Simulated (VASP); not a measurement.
# Si in VASP: a series of runs

The runs below take Si through single point, with PBE.

Program: VASP 6.6.1. These are calculated values, not measurements. Logs are shortened: lines on timing, memory, paths and dates and some standing lists are left out, and cuts for length are marked.

## 1. The cell of the first run

It takes space group I4_1/amd (No. 141, tetragonal). Conventional cell: a = 4.743 Å, b = 4.743 Å, c = 2.659 Å, α = 90.00°, β = 90.00°, γ = 90.00°. Si (site symmetry -4m2) has 10 Si at 2.46 to 3.10 Å within 3.3 Å.

## 2. Single point, PBE

INCAR

```
PREC = Accurate
ENCUT = 520
EDIFF = 1E-6
ISMEAR = 1
SIGMA = 0.1
LREAL = False
LASPH = True
NELM = 60
ALGO = Normal
ISIF = 2
LWAVE = False
LCHARG = False
GGA = PE
NBANDS = 11
```

KPOINTS

```
regular mesh
0
Gamma
  15 15 15
```

POSCAR

```
Si
1.0
   -2.3713720000      2.3713720000      1.3292650000
    2.3713720000     -2.3713720000      1.3292650000
    2.3713720000      2.3713720000     -1.3292650000
Si
2
Direct
    0.2500000000      0.7500000000      0.5000000000
    0.5000000000      0.5000000000      0.0000000000
```

Potentials or basis: VASP PAW PBE potentials, release 64 (Si).

Launch:

```sh
$ cat potpaw_PBE.64/Si/POTCAR > POTCAR
$ mpirun -np 1 vasp_std > vasp.out
```

OUTCAR:

```text
PREC = Accurate
   ENCUT = 520
   EDIFF = 1E-6
   ISMEAR = 1
   LREAL = False
   LASPH = True
   NELM = 60
   ISIF = 2
   GGA = PE

 ion  position               nearest neighbor table
   1  0.250  0.750  0.500-   2 2.46   2 2.46   2 2.46   2 2.46   2 3.10   2 3.10   2 3.10   2 3.10

   2  0.500  0.500  0.000-   1 2.46   1 2.46   1 2.46   1 2.46   1 3.10   1 3.10   1 3.10   1 3.10

  LATTYP: Found a body centered tetragonal cell.
 ALAT       =     4.7427440000
 C/A-ratio  =     0.5605468058

  Lattice vectors:

 A1 = (  -2.3713720000,   2.3713720000,   1.3292650000)
 A2 = (   2.3713720000,  -2.3713720000,   1.3292650000)
 A3 = (   2.3713720000,   2.3713720000,  -1.3292650000)

Analysis of symmetry for initial positions (statically):
=====================================================================
 Subroutine PRICEL returns:
 Original cell was already a primitive cell.

 Routine SETGRP: Setting up the symmetry group for a
 body centered tetragonal supercell.

 Subroutine GETGRP returns: Found 16 space group operations
 (whereof  8 operations were pure point group operations)
 out of a pool of 16 trial point group operations.

The static configuration has the point symmetry D_2d.
 The point group associated with its full space group is D_4h.

Analysis of symmetry for dynamics (positions and initial velocities):
=====================================================================
 Subroutine PRICEL returns:
 Original cell was already a primitive cell.

 Routine SETGRP: Setting up the symmetry group for a
 body centered tetragonal supercell.

 Subroutine GETGRP returns: Found 16 space group operations
 (whereof  8 operations were pure point group operations)
 out of a pool of 16 trial point group operations.

The dynamic configuration has the point symmetry D_2d.
 The point group associated with its full space group is D_4h.

 Subroutine INISYM returns: Found 16 space group operations
 (whereof  8 operations are pure point group operations),
 and found     1 'primitive' translations

----------------------------------------------------------------------------------------

                                     Primitive cell

  volume of cell :      29.9000

  direct lattice vectors                    reciprocal lattice vectors
    -2.371372000  2.371372000  1.329265000     0.000000000  0.210848403  0.376147721
     2.371372000 -2.371372000  1.329265000     0.210848403  0.000000000  0.376147721
     2.371372000  2.371372000 -1.329265000     0.210848403  0.210848403  0.000000000

  length of vectors
     3.607458352  3.607458352  3.607458352     0.431212427  0.431212427  0.298184672

  position of ions in fractional coordinates (direct lattice)
     0.250000000  0.750000000  0.500000000
     0.500000000  0.500000000  0.000000000

  ion indices of the primitive-cell ions
   primitive index   ion index
                 1           1
                 2           2

----------------------------------------------------------------------------------------

 KPOINTS: regular mesh

Automatic generation of k-mesh.
 Grid dimensions read from file:
 generate k-points for:   15   15   15

 Generating k-lattice:

  Cartesian coordinates                     Fractional coordinates (reciprocal lattice)
     0.000000000  0.014056560  0.025076515     0.066666667  0.000000000  0.000000000
     0.014056560  0.000000000  0.025076515     0.000000000  0.066666667  0.000000000
     0.014056560  0.014056560  0.000000000     0.000000000  0.000000000  0.066666667

  Length of vectors
     0.028747495  0.028747495  0.019878978

  Shift w.r.t. Gamma in fractional coordinates (k-lattice)
     0.000000000  0.000000000  0.000000000

 Subroutine IBZKPT returns following result:
 ===========================================

 Found    288 irreducible k-points:

 Following reciprocal coordinates:
            Coordinates               Weight
  0.000000  0.000000  0.000000      1.000000
  0.066667  0.000000  0.000000      8.000000
  0.133333 -0.000000  0.000000      8.000000
  0.200000  0.000000  0.000000      8.000000
  0.266667 -0.000000  0.000000      8.000000
  0.333333 -0.000000  0.000000      8.000000
[... 16 lines left out ...]
  0.133333  0.133333  0.000000      8.000000
  0.200000  0.133333  0.000000     16.000000
 [... further k-points ...]
   k-points           NKPTS =    288   k-points in BZ     NKDIM =    288   number of bands    NBANDS=     11
   number of dos      NEDOS =    301   number of ions     NIONS =      2
   total plane-waves  NPLWV =  21952
   dimension x,y,z NGX =    28 NGY =   28 NGZ =   28
   dimension x,y,z NGXF=    56 NGYF=   56 NGZF=   56
   ions per type =               2
   NGX,Y,Z   is equivalent  to a cutoff of  12.90, 12.90, 12.90 a.u.
   NGXF,Y,Z  is equivalent  to a cutoff of  25.81, 25.81, 25.81 a.u.
 SYSTEM =  unknown system
   PREC   = accura    normal or accurate (medium, high low for compatibility)
   ISTART =      0    job   : 0-new  1-cont  2-samecut
   ICHARG =      2    charge: 1-file 2-atom 10-const
   ISPIN  =      1    spin polarized calculation?
   LNONCOLLINEAR =      F non collinear calculations
   LSORBIT =      F    spin-orbit coupling
   LASPH  =      T    aspherical Exc in radial PAW
   ENCUT  =  520.0 eV  38.22 Ry    6.18 a.u.   6.71  6.71  6.71*2*pi/ulx,y,z
   NELM   =     60;   NELMIN=  2; NELMDL= -5     # of ELM steps
   EDIFF  = 0.1E-05   stopping-criterion for ELM
   LREAL  =      F    real-space projection
   EDIFFG = 0.1E-04   stopping-criterion for IOM
   NSW    =      0    number of steps for IOM
   IBRION =     -1    ionic relax: 0-MD 1-quasi-New 2-CG
   NFREE  =      0    steps in history (QN), initial steepest desc. (CG)
   ISIF   =      2    stress and relaxation
   ISYM   =      2    0-nonsym 1-usesym 2-fastsym
   POTIM  = 0.5000    time-step for ionic-motion
   TEBEG  =    0.0;   TEEND  =   0.0 temperature during run
   PSTRESS=    0.0 pullay stress
   NELECT =       8.0000    total number of electrons
   NUPDOWN=      -1.0000    fix difference up-down
   EMIN   =  10.00;   EMAX   =-10.00  energy-range for DOS
   EFERMI =   0.00;   METHOD = LEGACY
   ISMEAR =     1;   SIGMA  =   0.10  broadening in eV -4-tet -1-fermi 0-gaus
   EFERMI_NEDOS =   21; number of points for ismear=-14 and -15
   IALGO  =     38    algorithm
   IMIX   =      4    mixing-type and parameters
     AMIX     =   0.40;   BMIX     =  1.00
     AMIX_MAG =   1.60;   BMIX_MAG =  1.00
  volume/ion in A,a.u.               =      14.95       100.89
  Fermi-wavevector in a.u.,A,eV,Ry     =   1.054908  1.993487 15.140978  1.112831
  Thomas-Fermi vector in A             =   2.190086
   LORBIT       =      0    0 simple, 1 ext, 2 COOP (PROOUT), +10 PAW based schemes
   GGA     = PE    functional components
   LHFCALC =     F    Hartree Fock is set to
   AEXX    =    0.0000 exact exchange contribution
   IVDW    =     0    specifies the selected vdW correction
   LEPSILON=     F    determine dielectric tensor
   LRPA    =     F    only Hartree local field effects (RPA)
 non-spin polarized calculation
 Methfessel and Paxton  Order N= 1 SIGMA  =   0.10
  energy-cutoff  :      520.00
  volume of cell :       29.90
 maximum number of plane-waves:       816
   NGX = 13   NGY = 13   NGZ = 13

 number of electron       8.0000000 magnetization

 Free energy of the ion-electron system (eV)
  ---------------------------------------------------
  ext. energy  EPLUGINS =         0.00000000
  ---------------------------------------------------
  free energy    TOTEN  =       -10.25913591 eV

  energy without entropy =      -10.25952154  energy(sigma->0) =      -10.25926446

 E-fermi :   9.3846     XC(G=0): -10.9837

 val. band max:        9.3815211036   @ k =  -0.4000   0.4667   0.0667
 cond. band min:       9.3922092403   @ k =   0.3333   0.1333   0.0000
 fundamental gap:      0.0106881367
 Fermi energy:         9.3845872669

 k-point     1 :       0.0000    0.0000    0.0000
  band No.  band energies     occupation
      1      -4.5098      2.00000
      2       6.9504      2.00000
      3       6.9504      2.00000
      4       7.6558      2.00000
      5      10.9509     -0.00000
      6      16.9161      0.00000
      7      18.5324      0.00000
      8      18.5433      0.00000
      9      18.5433      0.00000
     10      19.6552      0.00000
     11      20.1253      0.00000

 k-point     2 :       0.0667    0.0000    0.0000
  band No.  band energies     occupation
      1      -4.3908      2.00000
      2       6.5370      2.00000
      3       6.8886      2.00000
      4       8.2703      2.00000
      5      11.2292     -0.00000
      6      16.1726      0.00000
      7      17.0143      0.00000
      8      18.2606      0.00000
      9      18.3033      0.00000
     10      19.5140      0.00000
     11      20.9080      0.00000

 k-point     3 :       0.1333   -0.0000    0.0000
  band No.  band energies     occupation
      1      -4.0343      2.00000
      2       6.0944      2.00000
      3       6.7695      2.00000
      4       9.2897      2.03798
      5      11.9859      0.00000
      6      14.4817      0.00000
      7      15.0319      0.00000
      8      17.2314      0.00000
      9      17.2955      0.00000
     10      18.5393      0.00000
     11      20.6663      0.00000
[... 267 lines left out ...]
 k-point    23 :       0.1333    0.1333    0.0000
  band No.  band energies     occupation
      1      -2.8418      2.00000
      2       5.9905      2.00000
      3       8.1408      2.00000
      4       9.7377     -0.00001
      5      11.0640     -0.00000
      6      11.3779     -0.00000
      7      13.6234      0.00000
      8      14.5763      0.00000
      9      15.0943      0.00000
     10      17.6121      0.00000
     11      19.8885      0.00000

 k-point    24 :       0.2000    0.1333    0.0000
  band No.  band energies     occupation
      1      -1.8988      2.00000
      2       6.0598      2.00000
      3       7.9570      2.00000
      4       8.5249      2.00000
      5       9.8268     -0.00000
      6      11.8350      0.00000
      7      13.0069      0.00000
      8      13.7976      0.00000
      9      15.7979      0.00000
     10      17.4298      0.00000
     11      20.2191      0.00000

 [... further k-points ...]

------------------------ aborting loop because EDIFF is reached ----------------------------------------

  FORCE on cell =-STRESS in cart. coord.  units (eV):
  Direction    XX          YY          ZZ          XY          YZ          ZX
  --------------------------------------------------------------------------------------
  -------------------------------------------------------------------------------------
  Total        0.6387209      0.6387209      0.5000691      0.0000000      0.0000000      0.0000000
  in kB       34.2255779     34.2255779     26.7959824      0.0000000      0.0000000      0.0000000
  external PRESSURE =      31.7490461 kB  Pullay stress =       0.0000000 kB

 VOLUME and BASIS-vectors are now :
 -----------------------------------------------------------------------------
  energy-cutoff  :      520.00
  volume of cell :       29.90
      direct lattice vectors                 reciprocal lattice vectors
    -2.371372000  2.371372000  1.329265000     0.000000000  0.210848403  0.376147721
     2.371372000 -2.371372000  1.329265000     0.210848403  0.000000000  0.376147721
     2.371372000  2.371372000 -1.329265000     0.210848403  0.210848403  0.000000000

 POSITION                                       TOTAL-FORCE (eV/Angst)
 -----------------------------------------------------------------------------------
      2.37137      0.00000      0.66463        -0.000000     -0.000000      0.000000
      0.00000      0.00000      1.32926         0.000000      0.000000     -0.000000
 -----------------------------------------------------------------------------------
    total drift:                                0.000000      0.000000      0.000000

  FREE ENERGIE OF THE ION-ELECTRON SYSTEM (eV)
  ---------------------------------------------------
  free  energy   TOTEN  =       -10.2591359138 eV

  energy  without entropy=      -10.2595215404  energy(sigma->0) =      -10.25926446
```

Wall time 28 s (1 thread of Intel Xeon 6975P-C (Granite Rapids), shared host); peak memory 0.2 GiB.

Results:

```yaml
Free_energy: -10.2591 eV
Pressure: 3.2 GPa
Band_gap_on_the_k_mesh: zero (bands 4 and 5 overlap by 6.88 eV)
```

Stress tensor (GPa, compression positive):
```
3.42 0.00 0.00
0.00 3.42 0.00
0.00 0.00 2.68
```

Levels at points of the mesh, in eV from the Fermi level:
| k point | band 1 | band 2 | band 3 | band 4 | band 5 | band 6 | band 7 | band 8 | band 9 |
| --- | --- | --- | --- | --- | --- | --- | --- | --- | --- |
| (0.00, 0.00, 0.00) | -13.89 | -2.43 | -2.43 | -1.73 | 1.57 | 7.53 | 9.15 | 9.16 | 9.16 |

Caveat: the cell stands under pressure.

## 3. Single point, PBE

INCAR

```
SYSTEM = Si
PREC     = Accurate       ! precision mode
ENCUT    = 520            ! plane-wave cutoff, eV
EDIFF    = 1E-6           ! SCF threshold, eV
ISMEAR   = 1              ! smearing method
SIGMA    = 0.1            ! smearing width, eV
LREAL    = .False.        ! projectors in reciprocal space
LASPH    = .True.         ! aspherical terms in the spheres
NELM     = 80             ! most SCF steps
ALGO     = Normal         ! electronic algorithm
ISIF     = 2              ! what is computed and relaxed
LWAVE    = .False.        ! write WAVECAR
LCHARG   = .True.         ! write CHGCAR
GGA      = PE             ! functional
LELF     = .True.         ! ELF
LVHAR    = .True.       
NBANDS   = 11             ! bands
```

KPOINTS

```
Automatic mesh
0
Gamma
  15 15 15
  0 0 0
```

POSCAR

```
Si
1.0
   -2.3950857200      2.3950857200      1.3292650000
    2.3950857200     -2.3950857200      1.3292650000
    2.3476582800      2.3476582800     -1.3292650000
Si
2
Direct
    0.2500000000      0.7500000000      0.5000000000
    0.5000000000      0.5000000000      0.0000000000
```

Potentials or basis: VASP PAW PBE potentials, release 64 (Si).

Launch:

```sh
$ cat potpaw_PBE.64/Si/POTCAR > POTCAR
$ mpirun -np 1 vasp_std > vasp.out
```

It took 52 s on 1 thread of Intel Xeon 6975P-C (Granite Rapids), shared host; peak memory 0.25 GiB.

It converged, with:

```
Free energy            : -10.2550 eV
Pressure               : 3.2 GPa
Band gap on the k mesh : zero (bands 4 and 5 overlap by 6.85 eV)
```

Stress tensor (GPa, compression positive):
```
3.53 2.07 0.00
2.07 3.53 0.00
0.00 0.00 2.45
```

Levels at points of the mesh, in eV from the Fermi level:
| k point | band 1 | band 2 | band 3 | band 4 | band 5 | band 6 | band 7 | band 8 |
| --- | --- | --- | --- | --- | --- | --- | --- | --- |
| (0.00, 0.00, 0.00) | -13.89 | -2.64 | -2.21 | -1.74 | 1.59 | 7.54 | 9.11 | 9.16 |

Caveat: the cell stands under pressure.
